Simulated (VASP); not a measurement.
Here is a VASP 6.6.1 calculation.

Contents of INCAR:

```
  PREC = Accurate
  ENCUT = 520
  EDIFF = 1E-6
  ISMEAR = 0
  SIGMA = 0.01
  LREAL = Auto
  LASPH = T
  NELM = 80
  ALGO = Normal
  ISIF = 2
  LWAVE = F
  LCHARG = F
  GGA = CA
  NBANDS = 94
  LUSENCCL = F
```

Contents of KPOINTS:

```
Automatic mesh
0
Gamma
  4 4 1
```

The input POSCAR:

```
ReS2
1.0
    6.2991849590     -0.0061710578      0.0000000000
    3.0878868001      5.6102736789      0.0000000000
    0.0000000000      0.0000000000     23.0000000000
Re S
8 16
Direct
    0.1130287998      0.1969780309      0.3666203765
    0.2358341566      0.5715523585      0.3714496103
    0.6862881407      0.1701644103      0.3684373870
    0.6625101732      0.5987226192      0.3698326511
    0.6309335288      0.7269085171      0.6298548055
    0.7537389135      1.1014829686      0.6346839975
    1.2042574146      0.6997385557      0.6314716664
    1.1804794712      1.1282967671      0.6328669277
    0.8581604732      0.7883593739      0.3182166168
    0.3197427164      0.8194689448      0.3109366647
    0.0288323774      0.9491039355      0.4270277238
   -0.0085170226      0.4878209861      0.4368200448
    0.4908437521      0.9805698256      0.4198631723
    0.8186537495      0.3267619498      0.2937392349
    0.5291391217      0.4424964194      0.4445444240
    0.3584576400      0.2794569630      0.3013908672
    1.3759238618      1.3178913515      0.5814411601
    0.8379350208      1.3493573138      0.5742766534
    0.5470246151      1.4789921082      0.6903677446
    0.5083101069      1.0190045120      0.6999134521
    1.0086071519      1.5101018138      0.6830877064
    1.3376286919      0.8559648395      0.5567598949
    1.0481140142      0.9716994025      0.7075650921
    0.8752845133      0.8106402648      0.5644842994
```

Potentials or basis: VASP PAW LDA potentials, release 64 (Re, S).

Command:

```console
$ cat potpaw_LDA.64/Re/POTCAR potpaw_LDA.64/S/POTCAR > POTCAR
$ mpirun -np 1 vasp_std > vasp.out
```

Problem. Estimate the band gap on the k mesh.

Solution. 1.38 eV.

Problem. Estimate the largest force.

Solution. 0.174 eV/Å.

Forces in eV/Å, atoms in the order of the input:
```
Re   0.023 -0.022 -0.017
Re  -0.021  0.024  0.017
Re  -0.015 -0.043 -0.010
Re   0.014  0.041  0.009
Re   0.021 -0.024 -0.017
Re  -0.023  0.022  0.017
Re  -0.014 -0.041 -0.009
Re   0.015  0.043  0.010
S    0.005  0.010 -0.070
S   -0.004  0.047 -0.091
S    0.008 -0.051  0.101
S   -0.002  0.040  0.137
S   -0.009 -0.012  0.077
S    0.002  0.001 -0.167
S    0.002 -0.003  0.174
S   -0.002 -0.034 -0.130
S    0.009  0.012 -0.077
S   -0.008  0.051 -0.101
S    0.004 -0.047  0.091
S    0.002  0.034  0.130
S   -0.005 -0.010  0.070
S   -0.002  0.003 -0.174
S   -0.002 -0.001  0.167
S    0.002 -0.040 -0.137
```

Caveat: spin-orbit coupling is left out, which moves the levels of the heavy elements.
